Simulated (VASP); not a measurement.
# BN (P-3m1) in VASP: single point with PBE+D3(BJ)

Aim: the single point of BN with PBE+D3(BJ).

All numbers are computed with VASP 6.6.1; they aren't measurements. Logs are shortened: lines on timing, memory, paths and dates and some standing lists are left out, and cuts for length are marked.

## (1) The cell of the first run

The structure is trigonal, space group P-3m1 (No. 164). The conventional cell has a = 2.504 Å, b = 2.504 Å, c = 13.172 Å, α = 90.00°, β = 90.00°, γ = 120.00°. Within 1.9 Å of B (site symmetry 3m) lie 3 N at 1.45 Å. B (site symmetry 3m) has 3 N at 1.45 Å within 1.9 Å. Within 1.9 Å of N (site symmetry 3m) lie 3 B at 1.45 Å. Within 1.9 Å of N (site symmetry 3m) lie 3 B at 1.45 Å.

## (2) Single point, PBE+D3(BJ) (the distance across one plane changed)

Contents of INCAR:

```
SYSTEM = BN
PREC = Accurate
ENCUT = 520
EDIFF = 1E-6
ISMEAR = 0
SIGMA = 0.05
LREAL = .FALSE.
LASPH = .TRUE.
NELM = 100
ALGO = Normal
ISIF = 2
LWAVE = .FALSE.
LCHARG = .FALSE.
GGA = PE
IVDW = 12
NBANDS = 26
```

Contents of KPOINTS:

```
Automatic mesh
0
G
  10 10 2
  0 0 0
```

Contents of POSCAR:

```
BN
1.0
   -2.5039917043      0.0000000000      0.0000000000
   -1.2519958521     -2.1685204268      0.0000000000
    0.0000000000      0.0000000000     13.1724000000
B N
4 4
Direct
    0.3333333333      0.3333333333      0.8849640157
    0.3333333333      0.3333333333      0.3792702924
    0.6666666667      0.6666666667      0.1264234308
    0.6666666667      0.6666666667      0.6321171540
    0.3333333333      0.3333333333      0.1264234308
    0.3333333333      0.3333333333      0.6321171540
    0.6666666667      0.6666666667      0.8849640157
    0.6666666667      0.6666666667      0.3792702924
```

Potentials or basis: VASP PAW PBE potentials, release 64 (B, N).

Started as:

```bash
$ cat potpaw_PBE.64/B/POTCAR potpaw_PBE.64/N/POTCAR > POTCAR
$ mpirun -np 1 vasp_std > vasp.out
```

OUTCAR:

```text
SYSTEM = BN
   PREC = Accurate
   ENCUT = 520
   EDIFF = 1E-6
   ISMEAR = 0
   LREAL = .FALSE.
   LASPH = .TRUE.
   NELM = 100
   ISIF = 2
   GGA = PE
   IVDW = 12
 IVDW          = 12

 ion  position               nearest neighbor table
   1  0.333  0.333  0.885-   7 1.45   7 1.45   7 1.45
   2  0.333  0.333  0.379-   8 1.45   8 1.45   8 1.45
   3  0.667  0.667  0.126-   5 1.45   5 1.45   5 1.45
   4  0.667  0.667  0.632-   6 1.45   6 1.45   6 1.45
   5  0.333  0.333  0.126-   3 1.45   3 1.45   3 1.45
   6  0.333  0.333  0.632-   4 1.45   4 1.45   4 1.45
   7  0.667  0.667  0.885-   1 1.45   1 1.45   1 1.45
   8  0.667  0.667  0.379-   2 1.45   2 1.45   2 1.45

  LATTYP: Found a hexagonal cell.
 ALAT       =     2.5039917043
 C/A-ratio  =     5.2605605592

  Lattice vectors:

 A1 = (   1.2519958521,   2.1685204268,   0.0000000000)
 A2 = (  -2.5039917043,   0.0000000000,   0.0000000000)
 A3 = (   0.0000000000,   0.0000000000,  13.1724000000)

Analysis of symmetry for initial positions (statically):
=====================================================================
 Subroutine PRICEL returns:
 Original cell was already a primitive cell.

 Routine SETGRP: Setting up the symmetry group for a
 hexagonal supercell.

 Subroutine GETGRP returns: Found 12 space group operations
 (whereof  6 operations were pure point group operations)
 out of a pool of 24 trial point group operations.

The static configuration has the point symmetry C_3v.
 The point group associated with its full space group is D_3d.

Analysis of symmetry for dynamics (positions and initial velocities):
=====================================================================
 Subroutine PRICEL returns:
 Original cell was already a primitive cell.

 Routine SETGRP: Setting up the symmetry group for a
 hexagonal supercell.

 Subroutine GETGRP returns: Found 12 space group operations
 (whereof  6 operations were pure point group operations)
 out of a pool of 24 trial point group operations.

The dynamic configuration has the point symmetry C_3v.
 The point group associated with its full space group is D_3d.

 Subroutine INISYM returns: Found 12 space group operations
 (whereof  6 operations are pure point group operations),
 and found     1 'primitive' translations

----------------------------------------------------------------------------------------

                                     Primitive cell

  volume of cell :      71.5256

  direct lattice vectors                    reciprocal lattice vectors
    -2.503991704  0.000000000  0.000000000    -0.399362345  0.230571958  0.000000000
    -1.251995852 -2.168520427  0.000000000     0.000000000 -0.461143915  0.000000000
     0.000000000  0.000000000 13.172400000     0.000000000  0.000000000  0.075916310

  length of vectors
     2.503991704  2.503991704 13.172400000     0.461143915  0.461143915  0.075916310

  position of ions in fractional coordinates (direct lattice)
     0.333333333  0.333333333  0.884964016
     0.333333333  0.333333333  0.379270292
     0.666666667  0.666666667  0.126423431
     0.666666667  0.666666667  0.632117154
     0.333333333  0.333333333  0.126423431
     0.333333333  0.333333333  0.632117154
     0.666666667  0.666666667  0.884964016
     0.666666667  0.666666667  0.379270292

  ion indices of the primitive-cell ions
   primitive index   ion index
                 1           1
                 2           2
                 3           3
                 4           4
                 5           5
                 6           6
                 7           7
                 8           8

----------------------------------------------------------------------------------------

 KPOINTS: Automatic mesh

Automatic generation of k-mesh.
 Grid dimensions read from file:
 generate k-points for:   10   10    2

 Generating k-lattice:

  Cartesian coordinates                     Fractional coordinates (reciprocal lattice)
    -0.039936235  0.023057196  0.000000000     0.100000000  0.000000000  0.000000000
     0.000000000 -0.046114392  0.000000000     0.000000000  0.100000000  0.000000000
     0.000000000  0.000000000  0.037958155     0.000000000  0.000000000  0.500000000

  Length of vectors
     0.046114392  0.046114392  0.037958155

  Shift w.r.t. Gamma in fractional coordinates (k-lattice)
     0.000000000  0.000000000  0.000000000

 Subroutine IBZKPT returns following result:
 ===========================================

 Found     28 irreducible k-points:

 Following reciprocal coordinates:
            Coordinates               Weight
  0.000000  0.000000  0.000000      1.000000
  0.100000  0.000000  0.000000      6.000000
  0.200000  0.000000  0.000000      6.000000
  0.300000 -0.000000  0.000000      6.000000
  0.400000  0.000000  0.000000      6.000000
  0.500000  0.000000  0.000000      3.000000
[... 16 lines left out ...]
  0.400000  0.100000  0.500000     12.000000
  0.500000  0.100000  0.500000     12.000000
 [... further k-points ...]
   k-points           NKPTS =     28   k-points in BZ     NKDIM =     28   number of bands    NBANDS=     26
   number of dos      NEDOS =    301   number of ions     NIONS =      8
   total plane-waves  NPLWV =  39200
   dimension x,y,z NGX =    20 NGY =   20 NGZ =   98
   dimension x,y,z NGXF=    40 NGYF=   40 NGZF=  196
   ions per type =               4   4
   NGX,Y,Z   is equivalent  to a cutoff of  13.28, 13.28, 12.37 a.u.
   NGXF,Y,Z  is equivalent  to a cutoff of  26.56, 26.56, 24.74 a.u.
 SYSTEM =  BN
   PREC   = accura    normal or accurate (medium, high low for compatibility)
   ISTART =      0    job   : 0-new  1-cont  2-samecut
   ICHARG =      2    charge: 1-file 2-atom 10-const
   ISPIN  =      1    spin polarized calculation?
   LNONCOLLINEAR =      F non collinear calculations
   LSORBIT =      F    spin-orbit coupling
   LASPH  =      T    aspherical Exc in radial PAW
   ENCUT  =  520.0 eV  38.22 Ry    6.18 a.u.   4.66  4.66 24.49*2*pi/ulx,y,z
   NELM   =    100;   NELMIN=  2; NELMDL= -5     # of ELM steps
   EDIFF  = 0.1E-05   stopping-criterion for ELM
   LREAL  =      F    real-space projection
   EDIFFG = 0.1E-04   stopping-criterion for IOM
   NSW    =      0    number of steps for IOM
   IBRION =     -1    ionic relax: 0-MD 1-quasi-New 2-CG
   NFREE  =      0    steps in history (QN), initial steepest desc. (CG)
   ISIF   =      2    stress and relaxation
   ISYM   =      2    0-nonsym 1-usesym 2-fastsym
   POTIM  = 0.5000    time-step for ionic-motion
   TEBEG  =    0.0;   TEEND  =   0.0 temperature during run
   PSTRESS=    0.0 pullay stress
   NELECT =      32.0000    total number of electrons
   NUPDOWN=      -1.0000    fix difference up-down
   EMIN   =  10.00;   EMAX   =-10.00  energy-range for DOS
   EFERMI =   0.00;   METHOD = LEGACY
   ISMEAR =     0;   SIGMA  =   0.05  broadening in eV -4-tet -1-fermi 0-gaus
   EFERMI_NEDOS =   21; number of points for ismear=-14 and -15
   IALGO  =     38    algorithm
   IMIX   =      4    mixing-type and parameters
     AMIX     =   0.40;   BMIX     =  1.00
     AMIX_MAG =   1.60;   BMIX_MAG =  1.00
  volume/ion in A,a.u.               =       8.94        60.33
  Fermi-wavevector in a.u.,A,eV,Ry     =   1.252096  2.366119 21.330466  1.567745
  Thomas-Fermi vector in A             =   2.386013
   LORBIT       =      0    0 simple, 1 ext, 2 COOP (PROOUT), +10 PAW based schemes
   GGA     = PE    functional components
   LHFCALC =     F    Hartree Fock is set to
   AEXX    =    0.0000 exact exchange contribution
   IVDW    =    12    specifies the selected vdW correction
   LEPSILON=     F    determine dielectric tensor
   LRPA    =     F    only Hartree local field effects (RPA)
 non-spin polarized calculation
 Gauss-broadening in eV      SIGMA  =   0.05
  energy-cutoff  :      520.00
  volume of cell :       71.53
 maximum number of plane-waves:      1949
   NGX =  9   NGY =  9   NGZ = 49

 number of electron      31.9999998 magnetization

 Free energy of the ion-electron system (eV)
  ---------------------------------------------------
  ext. energy  EPLUGINS =         0.00000000
  ---------------------------------------------------
  free energy    TOTEN  =       -70.29060563 eV

  energy without entropy =      -70.29060563  energy(sigma->0) =      -70.29060563

 E-fermi :   2.6466     XC(G=0): -10.1230

 val. band max:        2.3879154528   @ k =  -0.4000   0.3000   0.0000
 cond. band min:       6.6007293423   @ k =   0.5000   0.0000   0.0000
 fundamental gap:      4.2128138894
 Fermi energy:         2.6466327728

 k-point     1 :       0.0000    0.0000    0.0000
  band No.  band energies     occupation
      1     -15.4735      2.00000
      2     -15.3288      2.00000
      3     -15.3027      2.00000
      4     -15.1529      2.00000
      5      -3.9187      2.00000
      6      -2.9890      2.00000
[... 18 lines left out ...]
     25      13.9591      0.00000
     26      14.0111      0.00000

 k-point     2 :       0.1000    0.0000    0.0000
  band No.  band energies     occupation
      1     -15.2777      2.00000
      2     -15.1362      2.00000
      3     -15.1106      2.00000
      4     -14.9642      2.00000
      5      -3.6501      2.00000
      6      -2.7334      2.00000
[... 18 lines left out ...]
     25      14.6485      0.00000
     26      14.7506      0.00000

 k-point     3 :       0.2000    0.0000    0.0000
  band No.  band energies     occupation
      1     -14.7062      2.00000
      2     -14.5741      2.00000
      3     -14.5502      2.00000
      4     -14.4147      2.00000
      5      -2.8593      2.00000
      6      -2.0349      2.00000
[... 18 lines left out ...]
     25      13.8205      0.00000
     26      14.2834      0.00000

 k-point     4 :       0.3000   -0.0000    0.0000
  band No.  band energies     occupation
      1     -13.8222      2.00000
      2     -13.7077      2.00000
      3     -13.6869      2.00000
      4     -13.5714      2.00000
      5      -3.8689      2.00000
      6      -3.8339      2.00000
[... 18 lines left out ...]
     25      13.7872      0.00000
     26      14.4145      0.00000

 k-point     5 :       0.4000    0.0000    0.0000
  band No.  band energies     occupation
      1     -12.8181      2.00000
      2     -12.7361      2.00000
      3     -12.7217      2.00000
      4     -12.6422      2.00000
      5      -5.7527      2.00000
      6      -5.7115      2.00000
[... 18 lines left out ...]
     25      14.1499      0.00000
     26      15.2697      0.00000

 k-point     6 :       0.5000    0.0000    0.0000
  band No.  band energies     occupation
      1     -12.2654      2.00000
      2     -12.2252      2.00000
      3     -12.2199      2.00000
      4     -12.1853      2.00000
      5      -6.5675      2.00000
      6      -6.5366      2.00000
[... 427 lines left out ...]
 k-point    21 :       0.2000    0.1000    0.5000
  band No.  band energies     occupation
      1     -14.8687      2.00000
      2     -14.8315      2.00000
      3     -14.6495      2.00000
      4     -14.6309      2.00000
      5      -2.9191      2.00000
      6      -2.8008      2.00000
[... 18 lines left out ...]
     25      14.0204      0.00000
     26      14.0341      0.00000

 k-point    22 :       0.3000    0.1000    0.5000
  band No.  band energies     occupation
      1     -14.1393      2.00000
      2     -14.1047      2.00000
      3     -13.9419      2.00000
      4     -13.9257      2.00000
      5      -2.8670      2.00000
      6      -2.8525      2.00000
[... 18 lines left out ...]
     25      14.3370      0.00000
     26      14.3721      0.00000

 k-point    23 :       0.4000    0.1000    0.5000
  band No.  band energies     occupation
      1     -13.1755      2.00000
      2     -13.1459      2.00000
      3     -13.0168      2.00000
      4     -13.0053      2.00000
      5      -4.8415      2.00000
      6      -4.8228      2.00000
[... 18 lines left out ...]
     25      14.5009      0.00000
     26      14.5762      0.00000

 k-point    24 :       0.5000    0.1000    0.5000
  band No.  band energies     occupation
      1     -12.3175      2.00000
      2     -12.2971      2.00000
      3     -12.2283      2.00000
      4     -12.2261      2.00000
      5      -6.2418      2.00000
      6      -6.2247      2.00000
[... 18 lines left out ...]
     25      15.1079      0.00000
     26      15.1997      0.00000

 [... further k-points ...]

------------------------ aborting loop because EDIFF is reached ----------------------------------------

 Edisp (eV)   -1.14085

 E8    (eV) :    -0.3345

  FORCE on cell =-STRESS in cart. coord.  units (eV):
  Direction    XX          YY          ZZ          XY          YZ          ZX
  --------------------------------------------------------------------------------------
  -------------------------------------------------------------------------------------
  Total       0.55064     0.55064     0.02744    -0.00000     0.00000     0.00000
  in kB      12.33444    12.33444     0.61461    -0.00000     0.00000     0.00000
  external pressure =        8.43 kB  Pullay stress =        0.00 kB

 VOLUME and BASIS-vectors are now :
 -----------------------------------------------------------------------------
  energy-cutoff  :      520.00
  volume of cell :       71.53
      direct lattice vectors                 reciprocal lattice vectors
    -2.503991704  0.000000000  0.000000000    -0.399362345  0.230571958  0.000000000
    -1.251995852 -2.168520427  0.000000000     0.000000000 -0.461143915  0.000000000
     0.000000000  0.000000000 13.172400000     0.000000000  0.000000000  0.075916310

 POSITION                                       TOTAL-FORCE (eV/Angst)
 -----------------------------------------------------------------------------------
     -1.25200     -0.72284     11.65710        -0.000000     -0.000000     -0.019264
     -1.25200     -0.72284      4.99590         0.000000      0.000000     -0.000218
     -2.50399     -1.44568      1.66530         0.000000      0.000000      0.019264
     -2.50399     -1.44568      8.32650        -0.000000     -0.000000      0.000218
     -1.25200     -0.72284      1.66530        -0.000000     -0.000000      0.039326
     -1.25200     -0.72284      8.32650        -0.000000      0.000000      0.000461
     -2.50399     -1.44568     11.65710         0.000000      0.000000     -0.039326
     -2.50399     -1.44568      4.99590         0.000000      0.000000     -0.000461
 -----------------------------------------------------------------------------------
    total drift:                               -0.000000     -0.000000      0.000008

  FREE ENERGIE OF THE ION-ELECTRON SYSTEM (eV)
  ---------------------------------------------------
  free  energy   TOTEN  =       -71.4314565254 eV

  energy  without entropy=      -71.4314565254  energy(sigma->0) =      -71.43145653
```

It took 62 s on 1 thread of Intel Xeon 8259CL, shared host; peak memory 0.21 GiB.

What came out:

```yaml
Free_energy: -71.4315 eV
Pressure: 0.8 GPa
Largest_force: 0.039 eV/Å
Band_gap_on_the_k_mesh: 4.21 eV
Dispersion_energy_per_atom: -0.143 eV
```

Forces in eV/Å, atoms in the order of the input:
```
B    0.000  0.000 -0.019
B    0.000  0.000  0.000
B    0.000  0.000  0.019
B    0.000  0.000  0.000
N    0.000  0.000  0.039
N    0.000  0.000  0.000
N    0.000  0.000 -0.039
N    0.000  0.000  0.000
```

Caveat: the cell differs from its parent crystal (the distance across one plane changed). A k mesh can miss the band edges.
